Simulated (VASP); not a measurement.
# Al3Ni (Pnma) in VASP: notebook, part 2 of 2

VASP 6.6.1. The steps go on from the part before.

**3. Single point, r2SCAN (15.18 Å³/atom)**

This run uses another cell than the first one, of 15.18 Å³/atom.

Input file POSCAR:

```
Al3Ni
1.0
    6.7227533482      0.0000000000      0.0000000000
    0.0000000000      7.4452770393      0.0000000000
    0.0000000000      0.0000000000      4.8512210472
Al Ni
12 4
Direct
    0.0074554377      0.2500000000      0.9172335824
    0.1690291430      0.4432949770      0.3638793769
    0.1690291430      0.0567050230      0.3638793769
    0.3309708570      0.5567050230      0.8638793769
    0.6690291430      0.4432949770      0.1361206231
    0.8309708570      0.9432949770      0.6361206231
    0.6690291430      0.0567050230      0.1361206231
    0.8309708570      0.5567050230      0.6361206231
    0.3309708570      0.9432949770      0.8638793769
    0.5074554377      0.2500000000      0.5827664176
    0.9925445623      0.7500000000      0.0827664176
    0.4925445623      0.7500000000      0.4172335824
    0.8690315533      0.2500000000      0.4443363748
    0.3690315533      0.2500000000      0.0556636252
    0.1309684467      0.7500000000      0.5556636252
    0.6309684467      0.7500000000      0.9443363748
```

Input file INCAR.step1:

```
SYSTEM = Al3Ni
PREC = Accurate
ENCUT = 520
ISMEAR = 0
SIGMA = 0.1
LREAL = Auto
LASPH = .True.
NELM = 60
NBANDS = 52
GGA = PE
ALGO = Normal
EDIFF = 1E-4
LWAVE = .True.
LCHARG = .False.
```

Input file INCAR.step2:

```
SYSTEM = Al3Ni
PREC = Accurate
ENCUT = 520
EDIFF = 1E-7
ISMEAR = 0
SIGMA = 0.1
LREAL = Auto
LASPH = .True.
NELM = 60
ALGO = Normal
ISIF = 2
LWAVE = .False.
LCHARG = .False.
METAGGA = R2SCAN
LMIXTAU = .True.
NBANDS = 52
ISTART = 1
```

Input file KPOINTS:

```
Automatic mesh
0
Gamma
  6 6 8
  0 0 0
```

Potentials or basis: VASP PAW PBE potentials, release 64 (Al, Ni).

Command:

```
> cat potpaw_PBE.64/Al/POTCAR potpaw_PBE.64/Ni/POTCAR > POTCAR
> cp INCAR.step1 INCAR
> mpirun -np 1 vasp_std > vasp.out
> cp INCAR.step2 INCAR
> mpirun -np 1 vasp_std > vasp.out
```

OUTCAR:

```text
SYSTEM = Al3Ni
   PREC = Accurate
   ENCUT = 520
   EDIFF = 1E-7
   ISMEAR = 0
   LREAL = Auto
   LASPH = .True.
   NELM = 60
   ISIF = 2
   METAGGA = R2SCAN
   ISTART = 1

 ion  position               nearest neighbor table
   1  0.007  0.250  0.917-  13 2.48  14 2.52  13 2.72   2 2.82   3 2.82   5 2.89   7 2.89   6 2.91
                             8 2.91   4 3.16   9 3.16   2 3.23   3 3.23
   2  0.169  0.443  0.364-  14 2.47  15 2.48  13 2.51   8 2.76   4 2.79   4 2.79   1 2.82   3 2.88
                            10 2.89  11 2.91  12 3.16   1 3.23
[... 1534 lines left out ...]
  Total      -10.1319754     -9.9981324    -10.0678511      0.0000000      0.0000000      0.0000000
  in kB      -66.8537240    -65.9705892    -66.4306132      0.0000000      0.0000000      0.0000000
  external PRESSURE =     -66.4183088 kB  Pullay stress =       0.0000000 kB

 VOLUME and BASIS-vectors are now :
 -----------------------------------------------------------------------------
  energy-cutoff  :      520.00
  volume of cell :      242.82
      direct lattice vectors                 reciprocal lattice vectors
     6.722753348  0.000000000  0.000000000     0.148748578  0.000000000  0.000000000
     0.000000000  7.445277039  0.000000000     0.000000000  0.134313336  0.000000000
     0.000000000  0.000000000  4.851221047     0.000000000  0.000000000  0.206133670

 POSITION                                       TOTAL-FORCE (eV/Angst)
 -----------------------------------------------------------------------------------
      0.05012      1.86132      4.44970        -0.011016      0.000000     -0.006081
      1.13634      3.30045      1.76526         0.008734      0.006763      0.001455
      1.13634      0.42218      1.76526         0.008734     -0.006763      0.001455
      2.22504      4.14482      4.19087        -0.008734     -0.006763      0.001455
      4.49772      3.30045      0.66035         0.008734      0.006763     -0.001455
      5.58641      7.02309      3.08596        -0.008734      0.006763     -0.001455
[... 8 lines left out ...]
      0.88047      5.58396      2.69565        -0.001379     -0.000000      0.007845
      4.24185      5.58396      4.58118        -0.001379      0.000000     -0.007845
 -----------------------------------------------------------------------------------
    total drift:                                0.000000     -0.000000     -0.000000

  FREE ENERGIE OF THE ION-ELECTRON SYSTEM (eV)
  ---------------------------------------------------
  free  energy   TOTEN  =      -135.0203306557 eV

  energy  without entropy=     -135.0012376027  energy(sigma->0) =     -135.01078413
```

OUTCAR.step1:

```text
SYSTEM = Al3Ni
   PREC = Accurate
   ENCUT = 520
   ISMEAR = 0
   LREAL = Auto
   LASPH = .True.
[... 1563 lines left out ...]
      5.58641      7.02309      3.08596        -0.054236      0.049732     -0.009777
[... 8 lines left out ...]
      0.88047      5.58396      2.69565        -0.015767     -0.000000      0.018070
      4.24185      5.58396      4.58118        -0.015767     -0.000000     -0.018070
 -----------------------------------------------------------------------------------
    total drift:                                0.000000     -0.000000     -0.000000

  FREE ENERGIE OF THE ION-ELECTRON SYSTEM (eV)
  ---------------------------------------------------
  free  energy   TOTEN  =       -73.2903723088 eV

  energy  without entropy=      -73.2685942903  energy(sigma->0) =      -73.27948330
```

Run time: 2.2 h. Hardware: 1 thread of Oxide Virtual Turin-like, shared host; peak memory 0.7 GiB.

What came out:

| Item | Value |
| --- | --- |
| Free energy | -135.0203 eV |
| Pressure | -6.6 GPa |
| Largest force | 0.013 eV/Å |
| Band gap on the k mesh | zero (bands 38 and 39 overlap by 1.84 eV) |

Forces in eV/Å, atoms in the order of the input:
```
Al  -0.011  0.000 -0.006
Al   0.009  0.007  0.001
Al   0.009 -0.007  0.001
Al  -0.009 -0.007  0.001
Al   0.009  0.007 -0.001
Al  -0.009  0.007 -0.001
Al   0.009 -0.007 -0.001
Al  -0.009 -0.007 -0.001
Al  -0.009  0.007  0.001
Al  -0.011  0.000  0.006
Al   0.011  0.000  0.006
Al   0.011  0.000 -0.006
Ni   0.001  0.000 -0.008
Ni   0.001  0.000  0.008
Ni  -0.001  0.000  0.008
Ni  -0.001  0.000 -0.008
```

Levels at points of the mesh, in eV from the Fermi level:
```tsv
k point	band 36	band 37	band 38	band 39	band 40	band 41
(0.00, 0.00, 0.00)	-0.69	-0.59	-0.47	-0.28	0.49	1.73
(0.50, 0.00, 0.00)	-0.72	-0.49	-0.49	-0.11	-0.11	0.65
(0.00, 0.50, 0.00)	-0.66	-0.60	-0.60	0.51	0.51	0.67
(0.50, 0.50, 0.00)	-1.35	-0.89	-0.89	-0.89	-0.89	2.47
(0.00, 0.00, 0.50)	-1.45	-1.02	-1.02	1.51	1.51	2.76
(0.50, 0.00, 0.50)	-0.30	0.95	0.95	1.07	1.07	1.41
(0.00, 0.50, 0.50)	-1.39	0.14	0.14	0.62	0.62	1.29
(0.50, 0.50, 0.50)	-1.37	-0.50	-0.50	-0.50	-0.50	0.90
```

Caveat: the cell stands under tension; the PAW data sets were made with another functional, which shifts forces and pressure a little. Spin polarisation is off, so any magnetic state and its effect on volume and gap are missing.

**4. Single point, r2SCAN (15.75 Å³/atom)**

This run uses another cell than the first one, of 15.75 Å³/atom.

Input file POSCAR:

```
Al3Ni
1.0
    6.8041761303      0.0000000000      0.0000000000
    0.0000000000      7.5338771981      0.0000000000
    0.0000000000      0.0000000000      4.9155468522
Al Ni
12 4
Direct
    0.0052993649      0.2500000000      0.9184505508
    0.1678226583      0.4434838876      0.3618183269
    0.1678226583      0.0565161124      0.3618183269
    0.3321773417      0.5565161124      0.8618183269
    0.6678226583      0.4434838876      0.1381816731
    0.8321773417      0.9434838876      0.6381816731
    0.6678226583      0.0565161124      0.1381816731
    0.8321773417      0.5565161124      0.6381816731
    0.3321773417      0.9434838876      0.8618183269
    0.5052993649      0.2500000000      0.5815494492
    0.9947006351      0.7500000000      0.0815494492
    0.4947006351      0.7500000000      0.4184505508
    0.8680026101      0.2500000000      0.4449834315
    0.3680026101      0.2500000000      0.0550165685
    0.1319973899      0.7500000000      0.5550165685
    0.6319973899      0.7500000000      0.9449834315
```

Input file INCAR.step1:

```
SYSTEM = Al3Ni
PREC = Accurate
ENCUT = 520
ISMEAR = 0
SIGMA = 0.1
LREAL = Auto
LASPH = .TRUE.
NELM = 60
NBANDS = 52
GGA = PE
ALGO = Normal
EDIFF = 1E-4
LWAVE = .TRUE.
LCHARG = .FALSE.
KPAR = 4
```

Input file INCAR.step2:

```
SYSTEM = Al3Ni
PREC = Accurate
ENCUT = 520
EDIFF = 1E-7
ISMEAR = 0
SIGMA = 0.1
LREAL = Auto
LASPH = .TRUE.
NELM = 60
ALGO = Normal
ISIF = 2
LWAVE = .FALSE.
LCHARG = .FALSE.
METAGGA = R2SCAN
LMIXTAU = .TRUE.
NBANDS = 52
ISTART = 1
KPAR = 4
```

Input file KPOINTS:

```
Automatic mesh
0
G
  6 6 8
  0 0 0
```

Command:

```
> cat potpaw_PBE.64/Al/POTCAR potpaw_PBE.64/Ni/POTCAR > POTCAR
> cp INCAR.step1 INCAR
> mpirun -np 4 vasp_std > vasp.out
> cp INCAR.step2 INCAR
> mpirun -np 4 vasp_std > vasp.out
```

Wall time 47 min (4 MPI ranks of AMD EPYC 9755, shared host); peak memory 0.78 GiB.

The run converged. Its results:

```
Free energy            : -134.5438 eV
Pressure               : -9.8 GPa
Largest force          : 0.013 eV/Å
Band gap on the k mesh : zero (bands 38 and 39 overlap by 1.77 eV)
```

Forces in eV/Å, atoms in the order of the input:
```
Al  -0.012  0.000 -0.002
Al   0.008  0.006  0.002
Al   0.008 -0.006  0.002
Al  -0.008 -0.006  0.002
Al   0.008  0.006 -0.002
Al  -0.008  0.006 -0.002
Al   0.008 -0.006 -0.002
Al  -0.008 -0.006 -0.002
Al  -0.008  0.006  0.002
Al  -0.012  0.000  0.002
Al   0.012  0.000  0.002
Al   0.012  0.000 -0.002
Ni   0.002  0.000 -0.010
Ni   0.002  0.000  0.010
Ni  -0.002  0.000  0.010
Ni  -0.002  0.000 -0.010
```

Stress tensor (GPa, compression positive):
```
-9.88  0.00  0.00
 0.00 -9.79  0.00
 0.00  0.00 -9.82
```

Levels at points of the mesh, in eV from the Fermi level:
```
           k point  band 36  band 37  band 38  band 39  band 40  band 41
(0.00, 0.00, 0.00)    -0.69    -0.59    -0.46    -0.26     0.41     1.68
(0.50, 0.00, 0.00)    -0.73    -0.48    -0.48    -0.08    -0.08     0.59
(0.00, 0.50, 0.00)    -0.67    -0.59    -0.59     0.47     0.47     0.65
(0.50, 0.50, 0.00)    -1.30    -0.88    -0.88    -0.88    -0.88     2.40
(0.00, 0.00, 0.50)    -1.41    -0.99    -0.99     1.46     1.46     2.68
(0.50, 0.00, 0.50)    -0.26     0.89     0.89     1.04     1.04     1.37
(0.00, 0.50, 0.50)    -1.34     0.12     0.12     0.61     0.61     1.30
(0.50, 0.50, 0.50)    -1.31    -0.49    -0.49    -0.49    -0.49     0.84
```

Caveat: the cell stands under tension; the PAW data sets were made with another functional, which shifts forces and pressure a little. Spin polarisation is off, so any magnetic state and its effect on volume and gap are missing.

**5. The runs side by side**

| cell | gap on the mesh (eV) | pressure (GPa) | largest force (eV/Å) |
| --- | --- | --- | --- |
| a = 6.597, b = 7.308, c = 4.751 Å, 16 atoms, atomic positions A | none | -0.3 | 0.01 |
| a = 6.723, b = 7.445, c = 4.851 Å, 16 atoms, atomic positions B | none | -6.6 | 0.01 |
| a = 6.804, b = 7.534, c = 4.916 Å, 16 atoms, atomic positions C | none | -9.8 | 0.01 |

Alike in all rows: task single point; level r2SCAN; potentials or basis VASP PAW PBE potentials, release 64 (Al, Ni); no spin polarisation; k mesh 6 × 6 × 8; cutoff (eV) 520; smearing gaussian 0.1 eV.

Caveats: the PAW data sets were made with another functional, which shifts forces and pressure a little; the cell stands under tension (at least some runs).

Absolute energies hang on the potentials; compare differences alone.
